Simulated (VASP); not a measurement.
# BeS (I-4m2) in VASP: a series of runs

BeS is run at these levels: r2SCAN; tasks: single point.

Everything below comes from runs of VASP 6.6.1. Logs are shortened: lines on timing, memory, paths and dates and some standing lists are left out, and cuts for length are marked.

## (1) The cell of the first run

The structure is tetragonal, space group I-4m2 (No. 119). Conventional cell: a = 3.305 Å, b = 3.305 Å, c = 5.014 Å, α = 90.00°, β = 90.00°, γ = 90.00°. Within 2.7 Å of Be (site symmetry -4m2) lie 4 S at 2.07 Å. S (site symmetry -4m2) has 4 Be at 2.07 Å within 2.7 Å.

## (2) Single point, r2SCAN (epitaxial xy strain -4.0%)

File POSCAR:

```
BeS
1.0
    0.0000000000      2.3369339811      2.5070809919
    2.3369339811      0.0000000000      2.5070809919
    2.3369339811      2.3369339811      0.0000000000
Be S
1 1
Direct
    0.0000000000      0.0000000000      0.0000000000
    0.2500000000      0.2500000000      0.2500000000
```

File INCAR.step1:

```
PREC = Accurate
ENCUT = 520
ISMEAR = 0
SIGMA = 0.01
LREAL = F
LASPH = T
NELM = 80
NBANDS = 11
GGA = PE
ALGO = Normal
EDIFF = 1E-4
LWAVE = T
LCHARG = F
```

File INCAR.step2:

```
PREC = Accurate
ENCUT = 520
EDIFF = 1E-6
ISMEAR = 0
SIGMA = 0.01
LREAL = F
LASPH = T
NELM = 80
ALGO = Normal
ISIF = 2
LWAVE = F
LCHARG = F
METAGGA = R2SCAN
LMIXTAU = T
NBANDS = 11
ISTART = 1
```

File KPOINTS:

```
Automatic mesh
0
Gamma
  10 10 10
```

Potentials or basis: VASP PAW PBE potentials, release 64 (Be, S).

On the command line:

```
$ cat potpaw_PBE.64/Be/POTCAR potpaw_PBE.64/S/POTCAR > POTCAR
$ cp INCAR.step1 INCAR
$ mpirun -np 1 vasp_std > vasp.out
$ cp INCAR.step2 INCAR
$ mpirun -np 1 vasp_std > vasp.out
```

OUTCAR:

```text
PREC = Accurate
   ENCUT = 520
   EDIFF = 1E-6
   ISMEAR = 0
   LREAL = F
   LASPH = T
   NELM = 80
   ISIF = 2
   METAGGA = R2SCAN
   ISTART = 1

 ion  position               nearest neighbor table
   1  0.000  0.000  0.000-   2 2.07   2 2.07   2 2.07   2 2.07
   2  0.250  0.250  0.250-   1 2.07   1 2.07   1 2.07   1 2.07

  LATTYP: Found a body centered tetragonal cell.
 ALAT       =     3.3049237304
 C/A-ratio  =     1.5171793339

  Lattice vectors:

 A1 = (  -2.3369339811,   0.0000000000,   2.5070809919)
 A2 = (   2.3369339811,   0.0000000000,   2.5070809919)
 A3 = (   0.0000000000,   2.3369339811,  -2.5070809919)

Analysis of symmetry for initial positions (statically):
=====================================================================
 Subroutine PRICEL returns:
 Original cell was already a primitive cell.

 Routine SETGRP: Setting up the symmetry group for a
 body centered tetragonal supercell.

 Subroutine GETGRP returns: Found  8 space group operations
 (whereof  8 operations were pure point group operations)
 out of a pool of 16 trial point group operations.

The static configuration has the point symmetry D_2d.

Analysis of symmetry for dynamics (positions and initial velocities):
=====================================================================
 Subroutine PRICEL returns:
 Original cell was already a primitive cell.

 Routine SETGRP: Setting up the symmetry group for a
 body centered tetragonal supercell.

 Subroutine GETGRP returns: Found  8 space group operations
 (whereof  8 operations were pure point group operations)
 out of a pool of 16 trial point group operations.

The dynamic configuration has the point symmetry D_2d.

 Subroutine INISYM returns: Found  8 space group operations
 (whereof  8 operations are pure point group operations),
 and found     1 'primitive' translations

----------------------------------------------------------------------------------------

                                     Primitive cell

  volume of cell :      27.3836

  direct lattice vectors                    reciprocal lattice vectors
     0.000000000  2.336933981  2.507080992    -0.213955552  0.213955552  0.199435121
     2.336933981  0.000000000  2.507080992     0.213955552 -0.213955552  0.199435121
     2.336933981  2.336933981  0.000000000     0.213955552  0.213955552 -0.199435121

  length of vectors
     3.427348178  3.427348178  3.304923730     0.362392500  0.362392500  0.362392500

  position of ions in fractional coordinates (direct lattice)
     0.000000000  0.000000000  0.000000000
     0.250000000  0.250000000  0.250000000

  ion indices of the primitive-cell ions
   primitive index   ion index
                 1           1
                 2           2

----------------------------------------------------------------------------------------

 KPOINTS: Automatic mesh

Automatic generation of k-mesh.
 Grid dimensions read from file:
 generate k-points for:   10   10   10

 Generating k-lattice:

  Cartesian coordinates                     Fractional coordinates (reciprocal lattice)
    -0.021395555  0.021395555  0.019943512     0.100000000  0.000000000  0.000000000
     0.021395555 -0.021395555  0.019943512     0.000000000  0.100000000  0.000000000
     0.021395555  0.021395555 -0.019943512     0.000000000  0.000000000  0.100000000

  Length of vectors
     0.036239250  0.036239250  0.036239250

  Shift w.r.t. Gamma in fractional coordinates (k-lattice)
     0.000000000  0.000000000  0.000000000

 Subroutine IBZKPT returns following result:
 ===========================================

 Found    102 irreducible k-points:

 Following reciprocal coordinates:
            Coordinates               Weight
  0.000000  0.000000  0.000000      1.000000
  0.100000  0.000000  0.000000      8.000000
  0.200000  0.000000  0.000000      8.000000
  0.300000  0.000000  0.000000      8.000000
  0.400000  0.000000  0.000000      8.000000
  0.500000  0.000000  0.000000      4.000000
[... 16 lines left out ...]
  0.300000  0.300000  0.000000      2.000000
  0.400000  0.300000  0.000000      8.000000
 [... further k-points ...]
   k-points           NKPTS =    102   k-points in BZ     NKDIM =    102   number of bands    NBANDS=     11
   number of dos      NEDOS =    301   number of ions     NIONS =      2
   total plane-waves  NPLWV =  21952
   dimension x,y,z NGX =    28 NGY =   28 NGZ =   28
   dimension x,y,z NGXF=    56 NGYF=   56 NGZF=   56
   ions per type =               1   1
   NGX,Y,Z   is equivalent  to a cutoff of  13.58, 13.58, 14.08 a.u.
   NGXF,Y,Z  is equivalent  to a cutoff of  27.16, 27.16, 28.17 a.u.
 SYSTEM =  unknown system
   PREC   = accura    normal or accurate (medium, high low for compatibility)
   ISTART =      1    job   : 0-new  1-cont  2-samecut
   ICHARG =      0    charge: 1-file 2-atom 10-const
   ISPIN  =      1    spin polarized calculation?
   LNONCOLLINEAR =      F non collinear calculations
   LSORBIT =      F    spin-orbit coupling
   LASPH  =      T    aspherical Exc in radial PAW
   ENCUT  =  520.0 eV  38.22 Ry    6.18 a.u.   6.37  6.37  6.14*2*pi/ulx,y,z
   NELM   =     80;   NELMIN=  2; NELMDL=  0     # of ELM steps
   EDIFF  = 0.1E-05   stopping-criterion for ELM
   LREAL  =      F    real-space projection
   EDIFFG = 0.1E-04   stopping-criterion for IOM
   NSW    =      0    number of steps for IOM
   IBRION =     -1    ionic relax: 0-MD 1-quasi-New 2-CG
   NFREE  =      0    steps in history (QN), initial steepest desc. (CG)
   ISIF   =      2    stress and relaxation
   ISYM   =      2    0-nonsym 1-usesym 2-fastsym
   POTIM  = 0.5000    time-step for ionic-motion
   TEBEG  =    0.0;   TEEND  =   0.0 temperature during run
   PSTRESS=    0.0 pullay stress
   NELECT =       8.0000    total number of electrons
   NUPDOWN=      -1.0000    fix difference up-down
   EMIN   =  10.00;   EMAX   =-10.00  energy-range for DOS
   EFERMI =   0.00;   METHOD = LEGACY
   ISMEAR =     0;   SIGMA  =   0.01  broadening in eV -4-tet -1-fermi 0-gaus
   EFERMI_NEDOS =   21; number of points for ismear=-14 and -15
   IALGO  =     38    algorithm
   IMIX   =      4    mixing-type and parameters
     AMIX     =   0.40;   BMIX     =  1.00
     AMIX_MAG =   1.60;   BMIX_MAG =  1.00
  volume/ion in A,a.u.               =      13.69        92.40
  Fermi-wavevector in a.u.,A,eV,Ry     =   1.086278  2.052768 16.054880  1.180000
  Thomas-Fermi vector in A             =   2.222411
   LORBIT       =      0    0 simple, 1 ext, 2 COOP (PROOUT), +10 PAW based schemes
   METAGGA = R2SCAN    functional components
   LHFCALC =     F    Hartree Fock is set to
   AEXX    =    0.0000 exact exchange contribution
   IVDW    =     0    specifies the selected vdW correction
   LEPSILON=     F    determine dielectric tensor
   LRPA    =     F    only Hartree local field effects (RPA)
 non-spin polarized calculation
 Gauss-broadening in eV      SIGMA  =   0.01
  energy-cutoff  :      520.00
  volume of cell :       27.38
 maximum number of plane-waves:       752
 NGX is ok and might be reduce to    28
   NGX = 13   NGY = 13   NGZ = 13

 number of electron       8.0000001 magnetization

 Free energy of the ion-electron system (eV)
  ---------------------------------------------------
  ext. energy  EPLUGINS =         0.00000000
  ---------------------------------------------------
  free energy    TOTEN  =       -14.72746995 eV

  energy without entropy =      -14.72746995  energy(sigma->0) =      -14.72746995

 E-fermi :   4.6163     XC(G=0): -10.3641

 val. band max:        4.5632245267   @ k =   0.0000   0.0000   0.0000
 cond. band min:       7.7018182625   @ k =   0.5000   0.0000   0.5000
 fundamental gap:      3.1385937358
 Fermi energy:         4.6162872816

 k-point     1 :       0.0000    0.0000    0.0000
  band No.  band energies     occupation
      1     -10.1788      2.00000
      2       4.0989      2.00000
      3       4.5632      2.00000
      4       4.5632      2.00000
      5      10.6514      0.00000
      6      10.6514      0.00000
      7      10.7223      0.00000
      8      11.4388      0.00000
      9      16.9685      0.00000
     10      18.7549      0.00000
     11      20.6780      0.00000

 k-point     2 :       0.1000    0.0000    0.0000
  band No.  band energies     occupation
      1     -10.0524      2.00000
      2       3.4960      2.00000
      3       4.1355      2.00000
      4       4.4482      2.00000
      5      10.6491      0.00000
      6      10.9175      0.00000
      7      11.0324      0.00000
      8      12.2446      0.00000
      9      16.5974      0.00000
     10      18.1136      0.00000
     11      20.4716      0.00000

 k-point     3 :       0.2000    0.0000    0.0000
  band No.  band energies     occupation
      1      -9.6908      2.00000
      2       1.7974      2.00000
      3       3.7011      2.00000
      4       4.1860      2.00000
      5      10.5842      0.00000
      6      11.5009      0.00000
      7      11.5057      0.00000
      8      13.9760      0.00000
      9      16.4365      0.00000
     10      17.3456      0.00000
     11      20.1527      0.00000
[... 267 lines left out ...]
 k-point    23 :       0.3000    0.3000    0.0000
  band No.  band energies     occupation
      1      -8.9636      2.00000
      2       0.4533      2.00000
      3       2.6368      2.00000
      4       2.6368      2.00000
      5       9.2438      0.00000
      6      11.0809      0.00000
      7      15.0339      0.00000
      8      15.0339      0.00000
      9      17.4577      0.00000
     10      20.4692      0.00000
     11      22.9492      0.00000

 k-point    24 :       0.4000    0.3000    0.0000
  band No.  band energies     occupation
      1      -8.5715      2.00000
      2      -0.2782      2.00000
      3       1.9827      2.00000
      4       2.4271      2.00000
      5       9.2894      0.00000
      6      11.1146      0.00000
      7      15.4867      0.00000
      8      15.7681      0.00000
      9      19.1993      0.00000
     10      20.9554      0.00000
     11      22.3698      0.00000

 [... further k-points ...]

------------------------ aborting loop because EDIFF is reached ----------------------------------------

  FORCE on cell =-STRESS in cart. coord.  units (eV):
  Direction    XX          YY          ZZ          XY          YZ          ZX
  --------------------------------------------------------------------------------------
  -------------------------------------------------------------------------------------
  Total        1.4699393      1.4699393      0.0640379      0.0000000     -0.0000000     -0.0000000
  in kB       86.0040173     86.0040173      3.7467625      0.0000000     -0.0000000     -0.0000000
  external PRESSURE =      58.5849324 kB  Pullay stress =       0.0000000 kB

 VOLUME and BASIS-vectors are now :
 -----------------------------------------------------------------------------
  energy-cutoff  :      520.00
  volume of cell :       27.38
      direct lattice vectors                 reciprocal lattice vectors
     0.000000000  2.336933981  2.507080992    -0.213955552  0.213955552  0.199435121
     2.336933981  0.000000000  2.507080992     0.213955552 -0.213955552  0.199435121
     2.336933981  2.336933981  0.000000000     0.213955552  0.213955552 -0.199435121

 POSITION                                       TOTAL-FORCE (eV/Angst)
 -----------------------------------------------------------------------------------
      0.00000      0.00000      0.00000        -0.000000     -0.000000      0.000000
      1.16847      1.16847      1.25354         0.000000      0.000000      0.000000
 -----------------------------------------------------------------------------------
    total drift:                                0.000000      0.000000      0.000000

  FREE ENERGIE OF THE ION-ELECTRON SYSTEM (eV)
  ---------------------------------------------------
  free  energy   TOTEN  =       -14.7274699464 eV

  energy  without entropy=      -14.7274699464  energy(sigma->0) =      -14.72746995
```

Wall time 76 s (1 thread of Intel Xeon Platinum 8559C (Emerald Rapids), shared host); peak memory 0.17 GiB.

Results:

```
Free energy            : -14.7275 eV
Pressure               : 5.9 GPa
Band gap on the k mesh : 3.14 eV, indirect (least direct gap 6.09 eV)
```

Levels at points of the mesh, in eV from the valence-band top:
```csv
k point,band 2,band 3,band 4,band 5,band 6,band 7
"(0.00, 0.00, 0.00)",-0.46,0.00,0.00,6.09,6.09,6.16
"(0.50, 0.00, 0.00)",-6.39,-1.64,-0.89,5.65,7.09,7.33
"(0.50, 0.50, 0.00)",-5.89,-2.59,-2.59,3.76,5.63,14.03
"(0.50, 0.00, 0.50)",-5.40,-3.27,-3.13,3.14,4.98,13.46
```

Caveat: the cell differs from its parent crystal (epitaxial xy strain -4.0%); the PAW data sets were made with another functional, which shifts forces and pressure a little.

(Continued in part 2 of 2.)
